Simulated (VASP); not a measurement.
# PbS in VASP: notebook

PbS is run at these levels: PBEsol; tasks: single point.

Everything below comes from runs of VASP 6.6.1. Logs are shortened: lines on timing, memory, paths and dates and some standing lists are left out, and cuts for length are marked.

## Step 1: The cell of the first run

The cell holds a slab with vacuum, 4 atoms: a = 4.220 Å, b = 4.220 Å, c = 22.306 Å, α = 93.81°, β = 93.81°, γ = 90.05°.

## Step 2: Single point, PBEsol

INCAR

```
SYSTEM = PbS
  ALGO = Normal
  EDIFF = 1E-7
  ENCUT = 520
  GGA = PS
  ISIF = 2
  ISMEAR = 0
  LASPH = .True.
  LCHARG = .False.
  LREAL = .False.
  LWAVE = .False.
  NBANDS = 28
  NELM = 60
  PREC = Accurate
  SIGMA = 0.01
```

KPOINTS

```
k-points
0
Gamma
  6 6 1
  0 0 0
```

POSCAR

```
PbS
1.0
    2.9828240000     -2.9853070000      0.0000000000
    2.9828240000      2.9853070000      0.0000000000
   -2.0983280000      0.0000000000     22.2066720000
Pb S
2 2
Direct
    0.7325610000      0.7221170000      0.9356980000
    0.2778830000      0.2674390000      0.0643020000
    0.2459460000      0.2157900000      0.9443730000
    0.7842100000      0.7540540000      0.0556270000
```

Potentials or basis: VASP PAW PBE potentials, release 64 (Pb_d, S).

Started as:

```sh
$ cat potpaw_PBE.64/Pb_d/POTCAR potpaw_PBE.64/S/POTCAR > POTCAR
$ mpirun -np 1 vasp_std > vasp.out
```

OUTCAR:

```text
SYSTEM = PbS
   EDIFF = 1E-7
   ENCUT = 520
   GGA = PS
   ISIF = 2
   ISMEAR = 0
   LASPH = .True.
   LREAL = .False.
   NELM = 60
   PREC = Accurate

 ion  position               nearest neighbor table
   1  0.733  0.722  0.936-   4 2.66   3 2.93   3 2.99   3 2.99   3 3.05   2 4.13   2 4.13   2 4.13
                             2 4.13
   2  0.278  0.267  0.064-   3 2.66   4 2.93   4 2.99   4 2.99   4 3.05   1 4.13   1 4.13   1 4.13
                             1 4.13
   3  0.246  0.216  0.944-   2 2.66   1 2.93   1 2.99   1 2.99   1 3.05
   4  0.784  0.754  0.056-   1 2.66   2 2.93   2 2.99   2 2.99   2 3.05

  LATTYP: Found a base centered monoclinic cell.
 ALAT       =     5.9656480000
 B/A-ratio  =     1.0008324326
 C/A-ratio  =     3.7390050716
 COS(beta)  =    -0.0940718527

  Lattice vectors:

 A1 = (   2.9828240000,  -2.9853070000,   0.0000000000)
 A2 = (   2.9828240000,   2.9853070000,   0.0000000000)
 A3 = (  -2.0983280000,   0.0000000000,  22.2066720000)

Analysis of symmetry for initial positions (statically):
=====================================================================
 Subroutine PRICEL returns:
 Original cell was already a primitive cell.

 Routine SETGRP: Setting up the symmetry group for a
 base centered monoclinic supercell.

 Subroutine GETGRP returns: Found  2 space group operations
 (whereof  2 operations were pure point group operations)
 out of a pool of  4 trial point group operations.

The static configuration has the point symmetry C_2 .

Analysis of symmetry for dynamics (positions and initial velocities):
=====================================================================
 Subroutine PRICEL returns:
 Original cell was already a primitive cell.

 Routine SETGRP: Setting up the symmetry group for a
 base centered monoclinic supercell.

 Subroutine GETGRP returns: Found  2 space group operations
 (whereof  2 operations were pure point group operations)
 out of a pool of  4 trial point group operations.

The dynamic configuration has the point symmetry C_2 .

 Subroutine INISYM returns: Found  2 space group operations
 (whereof  2 operations are pure point group operations),
 and found     1 'primitive' translations

----------------------------------------------------------------------------------------

                                     Primitive cell

  volume of cell :     395.4851

  direct lattice vectors                    reciprocal lattice vectors
     2.982824000 -2.985307000  0.000000000     0.167626384 -0.167486962  0.015839165
     2.982824000  2.985307000  0.000000000     0.167626384  0.167486962  0.015839165
    -2.098328000  0.000000000 22.206672000     0.000000000  0.000000000  0.045031511

  length of vectors
     4.220106266  4.220106266 22.305588127     0.237489718  0.237489718  0.045031511

  position of ions in fractional coordinates (direct lattice)
     0.732561000  0.722117000  0.935698000
     0.277883000  0.267439000  0.064302000
     0.245946000  0.215790000  0.944373000
     0.784210000  0.754054000  0.055627000

  ion indices of the primitive-cell ions
   primitive index   ion index
                 1           1
                 2           2
                 3           3
                 4           4

----------------------------------------------------------------------------------------

 KPOINTS: k-points

Automatic generation of k-mesh.
 Grid dimensions read from file:
 generate k-points for:    6    6    1

 Generating k-lattice:

  Cartesian coordinates                     Fractional coordinates (reciprocal lattice)
     0.027937731 -0.027914494  0.002639861     0.166666667 -0.000000000  0.000000000
     0.027937731  0.027914494  0.002639861    -0.000000000  0.166666667  0.000000000
     0.000000000  0.000000000  0.045031511     0.000000000  0.000000000  1.000000000

  Length of vectors
     0.039581620  0.039581620  0.045031511

  Shift w.r.t. Gamma in fractional coordinates (k-lattice)
     0.000000000  0.000000000  0.000000000

 Subroutine IBZKPT returns following result:
 ===========================================

 Found     13 irreducible k-points:

 Following reciprocal coordinates:
            Coordinates               Weight
  0.000000  0.000000  0.000000      1.000000
  0.166667 -0.000000 -0.000000      4.000000
  0.333333 -0.000000 -0.000000      4.000000
  0.500000  0.000000 -0.000000      2.000000
  0.166667  0.166667 -0.000000      2.000000
  0.333333  0.166667 -0.000000      4.000000
  0.500000  0.166667 -0.000000      4.000000
 -0.333333  0.166667  0.000000      4.000000
 -0.166667  0.166667  0.000000      2.000000
  0.333333  0.333333 -0.000000      2.000000
  0.500000  0.333333  0.000000      4.000000
 -0.333333  0.333333  0.000000      2.000000
  0.500000  0.500000 -0.000000      1.000000
   k-points           NKPTS =     13   k-points in BZ     NKDIM =     13   number of bands    NBANDS=     28
   number of dos      NEDOS =    301   number of ions     NIONS =      4
   total plane-waves  NPLWV = 172032
   dimension x,y,z NGX =    32 NGY =   32 NGZ =  168
   dimension x,y,z NGXF=    64 NGYF=   64 NGZF=  336
   ions per type =               2   2
   NGX,Y,Z   is equivalent  to a cutoff of  12.61, 12.61, 12.52 a.u.
   NGXF,Y,Z  is equivalent  to a cutoff of  25.21, 25.21, 25.04 a.u.
 SYSTEM =  PbS
   PREC   = accura    normal or accurate (medium, high low for compatibility)
   ISTART =      0    job   : 0-new  1-cont  2-samecut
   ICHARG =      2    charge: 1-file 2-atom 10-const
   ISPIN  =      1    spin polarized calculation?
   LNONCOLLINEAR =      F non collinear calculations
   LSORBIT =      F    spin-orbit coupling
   LASPH  =      T    aspherical Exc in radial PAW
   ENCUT  =  520.0 eV  38.22 Ry    6.18 a.u.   7.85  7.85 41.47*2*pi/ulx,y,z
   NELM   =     60;   NELMIN=  2; NELMDL= -5     # of ELM steps
   EDIFF  = 0.1E-06   stopping-criterion for ELM
   LREAL  =      F    real-space projection
   EDIFFG = 0.1E-05   stopping-criterion for IOM
   NSW    =      0    number of steps for IOM
   IBRION =     -1    ionic relax: 0-MD 1-quasi-New 2-CG
   NFREE  =      0    steps in history (QN), initial steepest desc. (CG)
   ISIF   =      2    stress and relaxation
   ISYM   =      2    0-nonsym 1-usesym 2-fastsym
   POTIM  = 0.5000    time-step for ionic-motion
   TEBEG  =    0.0;   TEEND  =   0.0 temperature during run
   PSTRESS=    0.0 pullay stress
   NELECT =      40.0000    total number of electrons
   NUPDOWN=      -1.0000    fix difference up-down
   EMIN   =  10.00;   EMAX   =-10.00  energy-range for DOS
   EFERMI =   0.00;   METHOD = LEGACY
   ISMEAR =     0;   SIGMA  =   0.01  broadening in eV -4-tet -1-fermi 0-gaus
   EFERMI_NEDOS =   21; number of points for ismear=-14 and -15
   IALGO  =     38    algorithm
   IMIX   =      4    mixing-type and parameters
     AMIX     =   0.40;   BMIX     =  1.00
     AMIX_MAG =   1.60;   BMIX_MAG =  1.00
  volume/ion in A,a.u.               =      98.87       667.22
  Fermi-wavevector in a.u.,A,eV,Ry     =   0.762755  1.441397  7.915794  0.581794
  Thomas-Fermi vector in A             =   1.862286
   LORBIT       =      0    0 simple, 1 ext, 2 COOP (PROOUT), +10 PAW based schemes
   GGA     = PS    functional components
   LHFCALC =     F    Hartree Fock is set to
   AEXX    =    0.0000 exact exchange contribution
   IVDW    =     0    specifies the selected vdW correction
   LEPSILON=     F    determine dielectric tensor
   LRPA    =     F    only Hartree local field effects (RPA)
 non-spin polarized calculation
 Gauss-broadening in eV      SIGMA  =   0.01
  energy-cutoff  :      520.00
  volume of cell :      395.49
 maximum number of plane-waves:     10683
   NGX = 15   NGY = 15   NGZ = 83

 number of electron      40.0000000 magnetization

 Free energy of the ion-electron system (eV)
  ---------------------------------------------------
  ext. energy  EPLUGINS =         0.00000000
  ---------------------------------------------------
  free energy    TOTEN  =       -18.51651957 eV

  energy without entropy =      -18.51651957  energy(sigma->0) =      -18.51651957

 E-fermi :  -2.1291     XC(G=0):  -3.0683

 val. band max:       -2.1957606864   @ k =   0.3333  -0.0000  -0.0000
 cond. band min:      -0.1348616514   @ k =   0.5000   0.0000  -0.0000
 fundamental gap:      2.0608990349
 Fermi energy:        -2.1290509712

 k-point     1 :       0.0000    0.0000    0.0000
  band No.  band energies     occupation
      1     -18.2660      2.00000
      2     -18.1550      2.00000
      3     -18.1385      2.00000
      4     -18.1378      2.00000
      5     -18.1163      2.00000
      6     -18.1108      2.00000
[... 20 lines left out ...]
     27       3.1593      0.00000
     28       3.6039      0.00000

 k-point     2 :       0.1667   -0.0000   -0.0000
  band No.  band energies     occupation
      1     -18.2503      2.00000
      2     -18.1463      2.00000
      3     -18.1418      2.00000
      4     -18.1286      2.00000
      5     -18.1236      2.00000
      6     -18.1176      2.00000
[... 20 lines left out ...]
     27       3.0234      0.00000
     28       3.4222      0.00000

 k-point     3 :       0.3333   -0.0000   -0.0000
  band No.  band energies     occupation
      1     -18.2149      2.00000
      2     -18.1547      2.00000
      3     -18.1369      2.00000
      4     -18.1334      2.00000
      5     -18.1289      2.00000
      6     -18.1155      2.00000
[... 20 lines left out ...]
     27       3.3122      0.00000
     28       3.5672      0.00000

 k-point     4 :       0.5000    0.0000   -0.0000
  band No.  band energies     occupation
      1     -18.1799      2.00000
      2     -18.1795      2.00000
      3     -18.1419      2.00000
      4     -18.1417      2.00000
      5     -18.1191      2.00000
      6     -18.1187      2.00000
[... 237 lines left out ...]
     27       4.1289      0.00000
     28       4.1318      0.00000

 k-point    12 :      -0.3333    0.3333    0.0000
  band No.  band energies     occupation
      1     -18.2343      2.00000
      2     -18.2120      2.00000
      3     -18.1295      2.00000
      4     -18.1277      2.00000
      5     -18.1226      2.00000
      6     -18.1037      2.00000
[... 20 lines left out ...]
     27       4.0650      0.00000
     28       4.1349      0.00000

 k-point    13 :       0.5000    0.5000   -0.0000
  band No.  band energies     occupation
      1     -18.2567      2.00000
      2     -18.2565      2.00000
      3     -18.1315      2.00000
      4     -18.1314      2.00000
      5     -18.1118      2.00000
      6     -18.1112      2.00000
[... 20 lines left out ...]
     27       4.4622      0.00000
     28       4.4648      0.00000

------------------------ aborting loop because EDIFF is reached ----------------------------------------

  FORCE on cell =-STRESS in cart. coord.  units (eV):
  Direction    XX          YY          ZZ          XY          YZ          ZX
  --------------------------------------------------------------------------------------
  -------------------------------------------------------------------------------------
  Total       -1.3674647     -1.3486217     -0.5141058      0.0000000      0.0000000      0.0136298
  in kB       -5.5398321     -5.4634959     -2.0827300      0.0000000      0.0000000      0.0552165
  external PRESSURE =      -4.3620193 kB  Pullay stress =       0.0000000 kB

 VOLUME and BASIS-vectors are now :
 -----------------------------------------------------------------------------
  energy-cutoff  :      520.00
  volume of cell :      395.49
      direct lattice vectors                 reciprocal lattice vectors
     2.982824000 -2.985307000  0.000000000     0.167626384 -0.167486962  0.015839165
     2.982824000  2.985307000  0.000000000     0.167626384  0.167486962  0.015839165
    -2.098328000  0.000000000 22.206672000     0.000000000  0.000000000  0.045031511

 POSITION                                       TOTAL-FORCE (eV/Angst)
 -----------------------------------------------------------------------------------
      2.37565     -0.03118     20.77874         0.000865     -0.004215      0.163481
      1.49167     -0.03118      1.42793        -0.000865     -0.004215     -0.163481
     -0.60433     -0.09002     20.97138        -0.006141      0.004215     -0.000115
      4.47165     -0.09002      1.23529         0.006141      0.004215      0.000115
 -----------------------------------------------------------------------------------
    total drift:                               -0.000000      0.000280      0.000000

  FREE ENERGIE OF THE ION-ELECTRON SYSTEM (eV)
  ---------------------------------------------------
  free  energy   TOTEN  =       -18.5165195691 eV

  energy  without entropy=      -18.5165195691  energy(sigma->0) =      -18.51651957
```

It took 2.9 min on 1 thread of AMD EPYC 7R43 (Zen 3), shared host; peak memory 0.44 GiB.

What came out:

```yaml
Free_energy: -18.5165 eV
Largest_force: 0.164 eV/Å
Band_gap_on_the_k_mesh: 2.06 eV, indirect (least direct gap 2.15 eV)
```

Forces on the atoms (eV/Å):
```
Pb   0.001 -0.004  0.163
Pb  -0.001 -0.004 -0.163
S   -0.006  0.004  0.000
S    0.006  0.004  0.000
```

Levels at points of the mesh, in eV from the valence-band top:
| k point | band 17 | band 18 | band 19 | band 20 | band 21 | band 22 | band 23 | band 24 |
| --- | --- | --- | --- | --- | --- | --- | --- | --- |
| (0.00, 0.00, 0.00) | -2.40 | -1.26 | -1.25 | -0.07 | 2.11 | 4.15 | 4.88 | 4.93 |
| (0.50, 0.00, 0.00) | -0.94 | -0.94 | -0.09 | -0.09 | 2.06 | 2.06 | 3.11 | 3.12 |
| (0.50, 0.50, 0.00) | -2.64 | -2.64 | -1.31 | -1.30 | 4.28 | 4.29 | 5.17 | 5.17 |

Caveat: the PAW data sets were made with another functional, which shifts forces and pressure a little; spin-orbit coupling is left out, which moves the levels of the heavy elements.

## Step 3: Single point, PBEsol

INCAR

```
ALGO = Normal
EDIFF = 1E-6
ENCUT = 520
GGA = PS
ISIF = 2
ISMEAR = 0
LASPH = True
LCHARG = False
LREAL = False
LWAVE = False
NBANDS = 28
NELM = 60
PREC = Accurate
SIGMA = 0.01
```

KPOINTS

```
k-points
0
Gamma
  6 6 1
```

POSCAR is that of step 2.

Potentials or basis: VASP PAW PBE potentials, release 64 (Pb_d, S).

Started as:

```sh
$ cat potpaw_PBE.64/Pb_d/POTCAR potpaw_PBE.64/S/POTCAR > POTCAR
$ mpirun -np 1 vasp_std > vasp.out
```

Run time: 2.4 min. Hardware: 1 thread of AMD EPYC 7R43 (Zen 3), shared host; peak memory 0.45 GiB.

It converged, with:

* Free energy: -18.5165 eV
* Largest force: 0.164 eV/Å
* Band gap on the k mesh: 2.06 eV, indirect (least direct gap 2.15 eV)

Forces in eV/Å, atoms in the order of the input:
```
Pb   0.001 -0.004  0.163
Pb  -0.001 -0.004 -0.163
S   -0.006  0.004  0.000
S    0.006  0.004  0.000
```

Levels at points of the mesh, in eV from the valence-band top:
| k point | band 17 | band 18 | band 19 | band 20 | band 21 | band 22 | band 23 | band 24 |
| --- | --- | --- | --- | --- | --- | --- | --- | --- |
| (0.00, 0.00, 0.00) | -2.40 | -1.26 | -1.25 | -0.07 | 2.11 | 4.15 | 4.86 | 4.88 |
| (0.50, 0.00, 0.00) | -0.94 | -0.94 | -0.09 | -0.09 | 2.06 | 2.06 | 3.11 | 3.12 |
| (0.50, 0.50, 0.00) | -2.64 | -2.64 | -1.31 | -1.30 | 4.28 | 4.29 | 5.17 | 5.17 |

Caveat: the PAW data sets were made with another functional, which shifts forces and pressure a little; spin-orbit coupling is left out, which moves the levels of the heavy elements.
